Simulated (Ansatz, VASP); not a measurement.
## C: VASP beside Ansatz

```
C
1.0
     0.00000    1.78337    1.78337
     1.78337    0.00000    1.78337
     1.78337    1.78337    0.00000
C
2
Direct
  0.75000 0.75000 0.75000
  0.50000 0.50000 0.50000
```

Alike in both runs: task relaxation of cell and atoms; functional PBEsol; k mesh 12 × 12 × 12; occupations gaussian, width 0.02 eV; no spin polarisation.

|  | VASP | Ansatz |
| --- | --- | --- |
| version | VASP 6.6.1 | Ansatz 0.2.0 |
| potentials or method | VASP PAW PBE potentials, release 64 (C), cutoff 600 eV | scalar-relativistic, plane waves, PAW |
| valence electrons in the cell | 8 | 8 |

VASP gave:

| Property | Result |
| --- | --- |
| gap on the k mesh at the Fermi level, each at its own relaxed structure (eV) | 4.06 |
| relaxed volume (Å³/atom) | 5.62 |
| relaxed cell length with the largest relative difference (Å) | 2.514 |

Estimate Ansatz's values.

gap on the k mesh at the Fermi level, each at its own relaxed structure (eV): 4.07; relaxed volume (Å³/atom): 5.61; relaxed cell length with the largest relative difference (Å): 2.513.

VASP's potentials were made for PBE, not for PBEsol.
